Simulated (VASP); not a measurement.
# Fe (Fmmm) in VASP: single point with LDA

Aim: the single point of Fe with LDA.

Program: VASP 6.6.1. These are calculated values, not measurements. Logs are shortened: lines on timing, memory, paths and dates and some standing lists are left out, and cuts for length are marked.

### 1 The cell of the first run

It takes space group Fmmm (No. 69, orthorhombic). Conventional cell: a = 3.400 Å, b = 3.452 Å, c = 3.710 Å, α = 90.00°, β = 90.00°, γ = 90.00°. Fe (site symmetry mmm) has 12 Fe at 2.42 to 2.53 Å within 3.2 Å.

### 2 Single point, LDA, collinear spin, antiferromagnetic start

Input file INCAR:

```
SYSTEM = Fe
PREC = Accurate
ENCUT = 690
EDIFF = 1E-6
ISMEAR = -1
SIGMA = 0.08
LREAL = .FALSE.
LASPH = .TRUE.
NELM = 200
ALGO = Normal
ISIF = 2
LWAVE = .FALSE.
LCHARG = .FALSE.
ISPIN = 2
MAGMOM = -3 3
LORBIT = 11
LMAXMIX = 4
GGA = CA
NBANDS = 27
GGA_COMPAT = .FALSE.
```

Input file KPOINTS:

```
Automatic mesh
0
G
  12 12 8
  0 0 0
```

Input file POSCAR:

```
Fe
1.0
    1.7000753688     -1.7262356591      0.0000000000
    1.7000753688      1.7262356591      0.0000000000
    0.0000000000      0.0000000000      3.7097032485
Fe
2
Direct
    0.5000000000      0.5000000000      0.5000000000
    0.0000000000      0.0000000000      0.0000000000
```

Potentials or basis: VASP PAW LDA potentials, release 64 (Fe_sv).

On the command line:

```console
$ cat potpaw_LDA.64/Fe_sv/POTCAR > POTCAR
$ mpirun -np 1 vasp_std > vasp.out
```

OUTCAR:

```text
SYSTEM = Fe
   PREC = Accurate
   ENCUT = 690
   EDIFF = 1E-6
   ISMEAR = -1
   LREAL = .FALSE.
   LASPH = .TRUE.
   NELM = 200
   ISIF = 2
   ISPIN = 2
   LORBIT = 11
   GGA = CA

 ion  position               nearest neighbor table
   1  0.500  0.500  0.500-   2 2.52   2 2.52   2 2.52   2 2.52   2 2.53   2 2.53   2 2.53   2 2.53

   2  0.000  0.000  0.000-   1 2.52   1 2.52   1 2.52   1 2.52   1 2.53   1 2.53   1 2.53   1 2.53

  LATTYP: Found a base centered orthorhombic cell.
 ALAT       =     3.4001507376
 B/A-ratio  =     1.0153877239
 C/A-ratio  =     1.0910408199

  Lattice vectors:

 A1 = (   1.7000753688,  -1.7262356591,   0.0000000000)
 A2 = (   1.7000753688,   1.7262356591,   0.0000000000)
 A3 = (   0.0000000000,   0.0000000000,   3.7097032485)

Analysis of symmetry for initial positions (statically):
=====================================================================
 Subroutine PRICEL returns following result:

  LATTYP: Found a face centered orthorhombic cell.
 ALAT       =     3.4001507376
 B/A-ratio  =     1.0153877239
 C/A-ratio  =     1.0910408199
[... 12 lines left out ...]
 Subroutine GETGRP returns: Found  8 space group operations
 (whereof  8 operations were pure point group operations)
 out of a pool of  8 trial point group operations.

The static configuration has the point symmetry D_2h.

Analysis of symmetry for dynamics (positions and initial velocities):
=====================================================================
 Subroutine PRICEL returns following result:

  LATTYP: Found a face centered orthorhombic cell.
 ALAT       =     3.4001507376
 B/A-ratio  =     1.0153877239
 C/A-ratio  =     1.0910408199
[... 12 lines left out ...]
 Subroutine GETGRP returns: Found  8 space group operations
 (whereof  8 operations were pure point group operations)
 out of a pool of  8 trial point group operations.

The dynamic configuration has the point symmetry D_2h.

Analysis of structural, dynamic, and magnetic symmetry:
=====================================================================
 Subroutine PRICEL returns following result:

  LATTYP: Found a face centered orthorhombic cell.
 ALAT       =     3.4001507376
 B/A-ratio  =     1.0153877239
 C/A-ratio  =     1.0910408199
[... 12 lines left out ...]
 Subroutine GETGRP returns: Found  8 space group operations
 (whereof  8 operations were pure point group operations)
 out of a pool of  8 trial point group operations.

The overall configuration has the point symmetry D_2h.

[... 117 lines left out ...]
  volume/ion in A,a.u.               =      10.89        73.47
  Fermi-wavevector in a.u.,A,eV,Ry     =   1.861283  3.517314 47.135662  3.464373
  Thomas-Fermi vector in A             =   2.909110
   LORBIT       =     11    0 simple, 1 ext, 2 COOP (PROOUT), +10 PAW based schemes
   GGA     = CA    functional components
   LHFCALC =     F    Hartree Fock is set to
   AEXX    =    0.0000 exact exchange contribution
   IVDW    =     0    specifies the selected vdW correction
   LEPSILON=     F    determine dielectric tensor
   LRPA    =     F    only Hartree local field effects (RPA)
 spin polarized calculation
  energy-cutoff  :      690.00
  volume of cell :       21.77
 maximum number of plane-waves:       924
 NGX is ok and might be reduce to    24
   NGX = 11   NGY = 11   NGZ = 15

 number of electron      31.9999992 magnetization       0.0000000

 number of electron      31.9999992 magnetization      -0.0000000

 Free energy of the ion-electron system (eV)
  ---------------------------------------------------
  ext. energy  EPLUGINS =         0.00000000
  ---------------------------------------------------
  free energy    TOTEN  =       -18.60214283 eV

  energy without entropy =      -18.54349691  energy(sigma->0) =      -18.57281987

 E-fermi :  12.4972     XC(G=0): -14.4034

 val. band max:       12.4964520268   @ k =  -0.2500   0.1667   0.1250
 cond. band min:      12.5014696286   @ k =   0.5000   0.4167   0.1250
 fundamental gap:      0.0050176018
 Fermi energy:        12.4971998947

 spin component 1

 k-point     1 :       0.0000    0.0000    0.0000
  band No.  band energies     occupation
      1     -74.3596      1.00000
      2     -72.9855      1.00000
      3     -40.9408      1.00000
      4     -40.7615      1.00000
      5     -40.7510      1.00000
      6     -39.5714      1.00000
[... 709 lines left out ...]
     26      32.7988      0.00000
     27      37.4237      0.00000

 [... further k-points ...]

 spin component 2

 k-point     1 :       0.0000    0.0000    0.0000
  band No.  band energies     occupation
      1     -74.3596      1.00000
      2     -72.9855      1.00000
      3     -40.9408      1.00000
      4     -40.7615      1.00000
      5     -40.7510      1.00000
      6     -39.5714      1.00000
[... 709 lines left out ...]
     26      32.7988      0.00000
     27      37.4237      0.00000

 [... further k-points ...]

------------------------ aborting loop because EDIFF is reached ----------------------------------------

  FORCE on cell =-STRESS in cart. coord.  units (eV):
  Direction    XX          YY          ZZ          XY          YZ          ZX
  --------------------------------------------------------------------------------------
  -------------------------------------------------------------------------------------
  Total       -2.9384888     -3.1663023     -4.0309262      0.0000000      0.0000000      0.0000000
  in kB     -216.2206657   -232.9837001   -296.6046869      0.0000000      0.0000000      0.0000000
  external PRESSURE =    -248.6030176 kB  Pullay stress =       0.0000000 kB

 VOLUME and BASIS-vectors are now :
 -----------------------------------------------------------------------------
  energy-cutoff  :      690.00
  volume of cell :       21.77
      direct lattice vectors                 reciprocal lattice vectors
     1.700075369 -1.726235659  0.000000000     0.294104608 -0.289647591  0.000000000
     1.700075369  1.726235659  0.000000000     0.294104608  0.289647591  0.000000000
     0.000000000  0.000000000  3.709703248     0.000000000  0.000000000  0.269563341

 POSITION                                       TOTAL-FORCE (eV/Angst)
 -----------------------------------------------------------------------------------
      1.70008      0.00000      1.85485        -0.000000     -0.000000     -0.000000
      0.00000      0.00000      0.00000         0.000000      0.000000      0.000000
 -----------------------------------------------------------------------------------
    total drift:                                0.000000      0.000000     -0.000000

  FREE ENERGIE OF THE ION-ELECTRON SYSTEM (eV)
  ---------------------------------------------------
  free  energy   TOTEN  =       -18.6021428326 eV

  energy  without entropy=      -18.5434969122  energy(sigma->0) =      -18.57281987

 total charge

# of ion       s       p       d       tot
------------------------------------------
    1        2.197   6.042   5.526  13.766
    2        2.197   6.042   5.526  13.766
--------------------------------------------------
tot          4.395  12.085  11.053  27.532

 magnetization (x)

# of ion       s       p       d       tot
------------------------------------------
    1       -0.007  -0.009  -1.225  -1.241
    2        0.007   0.009   1.225   1.241
--------------------------------------------------
tot          0.000   0.000   0.000   0.000
```

OSZICAR:

```text
N       E                     dE             d eps       ncg     rms          rms(c)
DAV:   1     0.697928887872E+03    0.69793E+03   -0.20507E+04 23444   0.231E+03
DAV:   2     0.296033668345E+02   -0.66833E+03   -0.63842E+03 23253   0.704E+02
DAV:   3    -0.193692530537E+02   -0.48973E+02   -0.47559E+02 25510   0.245E+02
DAV:   4    -0.209513923832E+02   -0.15821E+01   -0.15811E+01 27707   0.533E+01
DAV:   5    -0.210279732187E+02   -0.76581E-01   -0.76578E-01 28844   0.118E+01    0.216E+01
DAV:   6    -0.188791291181E+02    0.21488E+01   -0.11377E+01 24864   0.738E+01    0.137E+01
DAV:   7    -0.186206955258E+02    0.25843E+00   -0.19059E+00 25679   0.298E+01    0.480E+00
DAV:   8    -0.186115961375E+02    0.90994E-02   -0.41546E-02 32835   0.322E+00    0.106E+00
DAV:   9    -0.186037620616E+02    0.78341E-02   -0.54433E-03 37061   0.114E+00    0.611E-01
DAV:  10    -0.186020931234E+02    0.16689E-02   -0.42291E-03 36348   0.136E+00    0.232E-01
DAV:  11    -0.186021423620E+02   -0.49239E-04   -0.23831E-04 29001   0.190E-01    0.124E-01
DAV:  12    -0.186021425639E+02   -0.20190E-06   -0.14340E-05 27881   0.777E-02    0.120E-02
DAV:  13    -0.186021428326E+02   -0.26868E-06   -0.15815E-06 20696   0.202E-02
   1 F= -.18602143E+02 E0= -.18572820E+02  d E =-.586459E-01  mag=     0.0000
```

stdout:

```text
POSCAR found type information on POSCAR Fe
 POSCAR found :  1 types and       2 ions
 scaLAPACK will be used
 LDA part: xc-table for (Slater(with rela. corr.)+CA(PZ))
 , standard interpolation
 POSCAR, INCAR and KPOINTS ok, starting setup
 FFT: planning ... GRIDC
 FFT: planning ... GRID_SOFT
 FFT: planning ... GRID
 WAVECAR not read
 entering main loop
```

Wall time 2.4 min (1 thread of Intel Xeon Platinum 8488C (Sapphire Rapids), shared host); peak memory 0.33 GiB.

What came out:

* Free energy: -18.6021 eV
* Pressure: -24.9 GPa
* Band gap on the k mesh: zero (filled and empty bands overlap)
* Net moment: 0.00 μB per cell
* Site moments: Fe -1.24, +1.24 μB
* Valence electrons inside the program's atomic spheres: Fe 13.77

Stress tensor (GPa, compression positive):
```
-21.62   0.00   0.00
  0.00 -23.30   0.00
  0.00   0.00 -29.66
```

Caveat: the stress differs along the axes, from -30 to -22 GPa; the antiferromagnetic order is the one typed at the start, and another may lie lower.
